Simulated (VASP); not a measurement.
# HfO2: single point with PBEsol

HfO2:

```xyz
6
Lattice="3.8420 0.0000 0.0000 0.0000 3.8420 0.0000 0.0000 0.0000 5.0534" Properties=species:S:1:pos:R:3 pbc="T T T"
Hf    0.0000    0.0000    0.0000
Hf    1.9210    1.9210    2.5267
O     0.0000    1.9210    1.5913
O     1.9210    0.0000    0.9354
O     1.9210    3.8420    3.4621
O     0.0000    1.9210    4.1181
```

```json
{"Program": "VASP 6.6.1", "Task": "single point", "Functional": "PBEsol", "Potentials or basis": "VASP PAW PBE potentials, release 64 (Hf_pv, O)", "Cutoff": "600 eV", "k mesh": "8 × 8 × 6", "Occupations": "gaussian, width 0.02 eV", "Spin": "no spin polarisation"}
```

* Pressure: -26.2 GPa
* Largest force: 0.041 eV/Å
* Band gap on the k mesh: 3.06 eV (least direct gap 3.10 eV)

Forces in eV/Å, atoms in the order of the input:
```
Hf   0.000  0.000  0.000
Hf   0.000  0.000  0.000
O    0.000  0.000  0.041
O    0.000  0.000 -0.041
O    0.000  0.000 -0.041
O    0.000  0.000  0.041
```

Stress tensor (GPa, compression positive):
```
-38.17   0.00   0.00
  0.00 -38.17   0.00
  0.00   0.00  -2.15
```

Levels at points of the mesh, in eV from the valence-band top:
```tsv
k point	band 20	band 21	band 22	band 23	band 24	band 25
(0.00, 0.00, 0.00)	-1.06	-0.70	-0.03	3.06	3.35	3.70
(0.50, 0.00, 0.00)	-2.00	-0.12	-0.12	3.45	3.45	4.71
(0.50, 0.50, 0.00)	-1.68	-0.37	-0.37	4.04	4.04	5.07
(0.00, 0.00, 0.50)	-1.62	-0.94	-0.94	3.77	3.77	4.34
(0.50, 0.00, 0.50)	-2.07	-1.50	-1.50	3.80	3.80	4.46
(0.50, 0.50, 0.50)	-2.17	-1.13	-1.13	4.16	4.16	5.21
```

It took 110 s on 1 thread of Intel(R) Xeon(R) Platinum 8488C (Sapphire Rapids), on a shared host, peak memory 0.27 GiB.

Caveat: the cell stands under tension; the PAW data sets were made with another functional, which shifts forces and pressure a little; spin-orbit coupling is left out, which moves the levels of the heavy elements. A k mesh can miss the band edges.
